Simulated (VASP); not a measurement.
# W (Fm-3m) in VASP: further runs, part 2 of 2

VASP 6.6.1. Earlier steps stand in the parts before.

## (3) Elastic constants, PBEsol

This run uses another cell than the first one, of 14.52 Å³/atom, 0.890 times its volume.

Input file INCAR:

```
  PREC = Accurate
  ENCUT = 600
  EDIFF = 1E-8
  ISMEAR = -1
  SIGMA = 0.15
  LREAL = False
  LASPH = True
  NELM = 100
  ALGO = Fast
  ISIF = 3
  LWAVE = False
  LCHARG = False
  GGA = PS
  NBANDS = 13
  IBRION = 6
  NFREE = 2
  POTIM = 0.015
  NSW = 1
```

Input file KPOINTS:

```
regular mesh
0
Gamma
  20 20 20
```

Input file POSCAR:

```
W
1.0
    0.0000000000      1.9363553662      1.9363553662
    1.9363553662      0.0000000000      1.9363553662
    1.9363553662      1.9363553662      0.0000000000
W
1
Direct
    0.0000000000      0.0000000000      0.0000000000
```

Potentials or basis: VASP PAW PBE potentials, release 64 (W_sv).

Run with:

```
$ cat potpaw_PBE.64/W_sv/POTCAR > POTCAR
$ mpirun -np 1 vasp_std > vasp.out
```

OUTCAR:

```text
PREC = Accurate
   ENCUT = 600
   EDIFF = 1E-8
   ISMEAR = -1
   LREAL = False
   LASPH = True
   NELM = 100
   ISIF = 3
   GGA = PS
   IBRION = 6
   NFREE = 2
   POTIM = 0.015
   NSW = 1

 ion  position               nearest neighbor table
   1  0.000  0.000  0.000-

  LATTYP: Found a face centered cubic cell.
 ALAT       =     3.8727107324

  Lattice vectors:

 A1 = (   0.0000000000,   1.9363553662,   1.9363553662)
 A2 = (   1.9363553662,   0.0000000000,   1.9363553662)
 A3 = (   1.9363553662,   1.9363553662,   0.0000000000)

Analysis of symmetry for initial positions (statically):
=====================================================================
 Subroutine PRICEL returns:
 Original cell was already a primitive cell.

 Routine SETGRP: Setting up the symmetry group for a
 face centered cubic supercell.

 Subroutine GETGRP returns: Found 48 space group operations
 (whereof 48 operations were pure point group operations)
 out of a pool of 48 trial point group operations.

The static configuration has the point symmetry O_h .

Analysis of symmetry for dynamics (positions and initial velocities):
=====================================================================
 Subroutine PRICEL returns:
 Original cell was already a primitive cell.

 Routine SETGRP: Setting up the symmetry group for a
 face centered cubic supercell.

 Subroutine GETGRP returns: Found 48 space group operations
 (whereof 48 operations were pure point group operations)
 out of a pool of 48 trial point group operations.

The dynamic configuration has the point symmetry O_h .

 Subroutine INISYM returns: Found 48 space group operations
 (whereof 48 operations are pure point group operations),
 and found     1 'primitive' translations

----------------------------------------------------------------------------------------

                                     Primitive cell

  volume of cell :      14.5206

  direct lattice vectors                    reciprocal lattice vectors
     0.000000000  1.936355366  1.936355366    -0.258217065  0.258217065  0.258217065
     1.936355366  0.000000000  1.936355366     0.258217065 -0.258217065  0.258217065
     1.936355366  1.936355366  0.000000000     0.258217065  0.258217065 -0.258217065

  length of vectors
     2.738420020  2.738420020  2.738420020     0.447245076  0.447245076  0.447245076

  position of ions in fractional coordinates (direct lattice)
     0.000000000  0.000000000  0.000000000

  ion indices of the primitive-cell ions
   primitive index   ion index
                 1           1

----------------------------------------------------------------------------------------

 KPOINTS: regular mesh

[... 219 lines left out ...]

[... ionic steps 4 to 12 ...]

--------------------------------------- Ionic step       13  -------------------------------------------

 number of electron      14.0000001 magnetization

------------------------ aborting loop because EDIFF is reached ----------------------------------------
[... 65 lines left out ...]
--------------------------------------- Ionic step       15  -------------------------------------------

 number of electron      14.0000001 magnetization

 Free energy of the ion-electron system (eV)
  ---------------------------------------------------
  ext. energy  EPLUGINS =         0.00000000
  ---------------------------------------------------
  free energy    TOTEN  =       -13.19418540 eV

  energy without entropy =      -13.11834935  energy(sigma->0) =      -13.15626738

 E-fermi :  12.0952     XC(G=0): -14.2518

 val. band max:       12.0862026903   @ k =  -0.4500   0.3500   0.0500
 cond. band min:      12.1268859034   @ k =  -0.4000   0.1500   0.0500
 fundamental gap:      0.0406832131
 Fermi energy:        12.0952369894

 k-point     1 :       0.0000    0.0000    0.0000
  band No.  band energies     occupation
      1     -61.3348      2.00000
      2     -24.7629      2.00000
      3     -24.7629      2.00000
      4     -24.7629      2.00000
      5       2.4476      2.00000
      6      11.3377      1.98727
      7      11.3377      1.98727
      8      11.3377      1.98727
      9      15.0479      0.00000
     10      15.0479      0.00000
     11      25.0299      0.00000
     12      30.8426      0.00000
     13      30.8426      0.00000
[... 354 lines left out ...]
  band No.  band energies     occupation
      1     -61.1786      2.00000
      2     -26.2163      2.00000
      3     -25.0009      2.00000
      4     -24.9414      2.00000
      5       5.8425      2.00000
      6      11.2165      1.99431
      7      11.4116      1.97924
      8      11.4290      1.97671
      9      16.3078      0.00000
     10      17.3903      0.00000
     11      24.3116      0.00000
     12      28.3416      0.00000
     13      33.8320      0.00000

 [... further k-points ...]
[... 5 lines left out ...]
  --------------------------------------------------------------------------------------
  -------------------------------------------------------------------------------------
  Total        3.2969007      3.2969007      3.2969007     -0.0000000      0.0000000      0.0000000
  in kB      363.7736724    363.7736724    363.7736724     -0.0000000      0.0000000      0.0000000
  external PRESSURE =     363.7736724 kB  Pullay stress =       0.0000000 kB
[... 16 lines left out ...]
  FREE ENERGIE OF THE ION-ELECTRON SYSTEM (eV)
  ---------------------------------------------------
  free  energy   TOTEN  =       -13.1941854030 eV

  energy  without entropy=      -13.1183493484  energy(sigma->0) =      -13.15626738

 INTERNAL STRAIN TENSORS FROM STRAINED CELLS
 ============================================

 INTERNAL STRAIN TENSOR FOR ION    1 for displacements in x,y,z  (eV/Angst):
          X           Y           Z          XY          YZ          ZX
  --------------------------------------------------------------------------------
  x     0.00000    -0.00000     0.00000     0.00000     0.00000     0.00000
  y    -0.00000     0.00000    -0.00000     0.00000     0.00000     0.00000
  z    -0.00000     0.00000    -0.00000     0.00000     0.00000    -0.00000

 INTERNAL STRAIN TENSORS FROM DISPLACED ATOMS
 ============================================

 INTERNAL STRAIN TENSOR FOR ION    1 for displacements in x,y,z  (eV/Angst):
          X           Y           Z          XY          YZ          ZX
  --------------------------------------------------------------------------------
  x     0.00000     0.00000     0.00000     0.00000     0.00000     0.00000
  y     0.00000     0.00000     0.00000     0.00000     0.00000     0.00000
  z     0.00000     0.00000     0.00000     0.00000     0.00000     0.00000

 Eigenvectors and eigenvalues of the dynamical matrix
 ----------------------------------------------------

   1 f  =    0.000000 THz     0.000000 2PiTHz    0.000000 cm-1     0.000000 meV
             X         Y         Z           dx          dy          dz
      0.000000  0.000000  0.000000     0.993884   -0.110432    0.000000

   2 f  =    0.000000 THz     0.000000 2PiTHz    0.000000 cm-1     0.000000 meV
             X         Y         Z           dx          dy          dz
      0.000000  0.000000  0.000000     0.000000    0.000000    1.000000

   3 f  =    0.000000 THz     0.000000 2PiTHz    0.000000 cm-1     0.000000 meV
             X         Y         Z           dx          dy          dz
      0.000000  0.000000  0.000000    -0.110432   -0.993884    0.000000

--------------------------------------------------------------------------------------------------------

 ELASTIC MODULI CONTR FROM IONIC RELAXATION (kBar)
 Direction    XX          YY          ZZ          XY          YZ          ZX
 --------------------------------------------------------------------------------
 XX           0.0000      0.0000      0.0000      0.0000      0.0000      0.0000
 YY           0.0000      0.0000      0.0000      0.0000      0.0000      0.0000
 ZZ           0.0000      0.0000      0.0000      0.0000      0.0000      0.0000
 XY           0.0000      0.0000      0.0000      0.0000      0.0000      0.0000
 YZ           0.0000      0.0000      0.0000      0.0000      0.0000      0.0000
 ZX           0.0000      0.0000      0.0000      0.0000      0.0000      0.0000
 --------------------------------------------------------------------------------

 TOTAL ELASTIC MODULI (kBar)
 Direction    XX          YY          ZZ          XY          YZ          ZX
 --------------------------------------------------------------------------------
 XX        1974.7687   5046.1080   5046.1080      0.0000      0.0000      0.0000
 YY        5046.1080   1974.7687   5046.1080      0.0000     -0.0000     -0.0000
 ZZ        5046.1080   5046.1080   1974.7687      0.0000     -0.0000     -0.0000
 XY           0.0000      0.0000      0.0000   -439.2448      0.0000     -0.0000
 YZ           0.0000     -0.0000     -0.0000      0.0000   -439.2448      0.0000
 ZX           0.0000     -0.0000     -0.0000     -0.0000      0.0000   -439.2448
 --------------------------------------------------------------------------------
```

OSZICAR:

```text
N       E                     dE             d eps       ncg     rms          rms(c)
DAV:   1     0.905460332326E+02    0.90546E+02   -0.80491E+03  6680   0.136E+03
DAV:   2    -0.119754352209E+02   -0.10252E+03   -0.98550E+02  7351   0.342E+02
DAV:   3    -0.137592677270E+02   -0.17838E+01   -0.17754E+01  7351   0.424E+01
[... 202 lines left out ...]
RMM:   6    -0.131941848010E+02   -0.19370E-05   -0.19820E-05  7197   0.536E-02    0.168E-03
RMM:   7    -0.131941852714E+02   -0.47040E-06   -0.49788E-06  6855   0.253E-02    0.326E-04
RMM:   8    -0.131941853724E+02   -0.10102E-06   -0.98514E-07  6445   0.112E-02    0.946E-05
RMM:   9    -0.131941853963E+02   -0.23899E-07   -0.27619E-07  5422   0.558E-03    0.328E-05
RMM:  10    -0.131941854030E+02   -0.66525E-08   -0.59850E-08  4769   0.264E-03
  15 F= -.13194185E+02 E0= -.13156267E+02  d E =-.758361E-01
```

stdout:

```text
POSCAR found type information on POSCAR W
 POSCAR found :  1 types and       1 ions
 scaLAPACK will be used
 -----------------------------------------------------------------------------
|                                                                             |
|                                                                             |
|     You enforced a specific xc type in the INCAR file but a different       |
|     I HOPE YOU KNOW WHAT YOU ARE DOING!                                     |
|                                                                             |
 -----------------------------------------------------------------------------

 LDA part: xc-table for (Slater+PW92), standard interpolation
 POSCAR, INCAR and KPOINTS ok, starting setup
 FFT: planning ... GRIDC
 FFT: planning ... GRID_SOFT
 FFT: planning ... GRID
 WAVECAR not read
 entering main loop
 Found     1 degrees of freedom:
 Adding 6 more for cell shape distortion
 Finite differences POTIM= 0.01500 DOF=   7
 bond charge predicted
 Finite differences progress:
 bond charge predicted
 Finite differences progress:
 bond charge predicted
 Finite differences progress:
 bond charge predicted
 Finite differences progress:
 bond charge predicted
 Finite differences progress:
 bond charge predicted
 Finite differences progress:
 bond charge predicted
 Finite differences progress:
 bond charge predicted
 Finite differences progress:
 bond charge predicted
 Finite differences progress:
 bond charge predicted
 Finite differences progress:
 bond charge predicted
 Finite differences progress:
 bond charge predicted
 Finite differences progress:
 bond charge predicted
 Finite differences progress:
 bond charge predicted
 Finite differences progress:
```

Wall time 20 min (1 thread of Intel Xeon 6975P-C (Granite Rapids), shared host); peak memory 0.92 GiB.

Results:

* Elastic constants C11, C12, C44: 197, 505, -44 GPa
* Voigt bulk modulus: 402 GPa

Elastic tensor in Voigt notation (GPa, in the Cartesian axes of the cell as first typed):
```
197 505 505   0   0   0
505 197 505   0   0   0
505 505 197   0   0   0
  0   0   0 -44   0   0
  0   0   0   0 -44   0
  0   0   0   0   0 -44
```

Clamped-ion elastic tensor (GPa):
```
197 505 505   0   0   0
505 197 505   0   0   0
505 505 197   0   0   0
  0   0   0 -44   0   0
  0   0   0   0 -44   0
  0   0   0   0   0 -44
```

Caveat: the cell is under stress, which shifts elastic constants; the elastic tensor has a negative eigenvalue, so either the cell is unstable as it stands or the mesh is too thin; the PAW data sets were made with another functional, which shifts forces and pressure a little; spin-orbit coupling is left out, which moves the levels of the heavy elements.

## (4) Elastic constants, PBEsol

This run uses another cell than the first one, of 15.64 Å³/atom, 0.959 times its volume.

Input file INCAR:

```
SYSTEM = W
ALGO     = Normal         ! electronic algorithm
EDIFF    = 1E-8           ! SCF threshold, eV
ENCUT    = 600            ! plane-wave cutoff, eV
GGA      = PS             ! functional
IBRION   = 6              ! ionic algorithm
ISIF     = 3              ! what is computed and relaxed
ISMEAR   = -1             ! smearing method
LASPH    = .True.         ! aspherical terms in the spheres
LCHARG   = .True.         ! write CHGCAR
LREAL    = .False.        ! projectors in reciprocal space
LWAVE    = .False.        ! write WAVECAR
NELM     = 60             ! most SCF steps
NFREE    = 2            
NSW      = 1              ! ionic steps
POTIM    = 0.015          ! step
PREC     = Accurate       ! precision mode
SIGMA    = 0.15           ! smearing width, eV
```

Input file KPOINTS:

```
k-points
0
Gamma
  20 20 20
  0 0 0
```

Input file POSCAR:

```
W
1.0
    0.0000000000      1.9850561180      1.9850561180
    1.9850561180      0.0000000000      1.9850561180
    1.9850561180      1.9850561180      0.0000000000
W
1
Direct
    0.0000000000      0.0000000000      0.0000000000
```

Run with:

```
$ cat potpaw_PBE.64/W_sv/POTCAR > POTCAR
$ mpirun -np 1 vasp_std > vasp.out
```

It took 11 min on 1 thread of Intel Xeon 6975P-C (Granite Rapids), shared host; peak memory 0.85 GiB.

The run converged. Its results:

```yaml
Elastic_constants_C11_C12_C44: 134, 420, -72 GPa
Voigt_bulk_modulus: 324 GPa
```

Elastic tensor in Voigt notation (GPa, in the Cartesian axes of the cell as first typed):
```
134 420 420   0   0   0
420 134 420   0   0   0
420 420 134   0   0   0
  0   0   0 -72   0   0
  0   0   0   0 -72   0
  0   0   0   0   0 -72
```

Clamped-ion elastic tensor (GPa):
```
134 420 420   0   0   0
420 134 420   0   0   0
420 420 134   0   0   0
  0   0   0 -72   0   0
  0   0   0   0 -72   0
  0   0   0   0   0 -72
```

Caveat: the cell is under stress, which shifts elastic constants; the elastic tensor has a negative eigenvalue, so either the cell is unstable as it stands or the mesh is too thin; the PAW data sets were made with another functional, which shifts forces and pressure a little; spin-orbit coupling is left out, which moves the levels of the heavy elements.
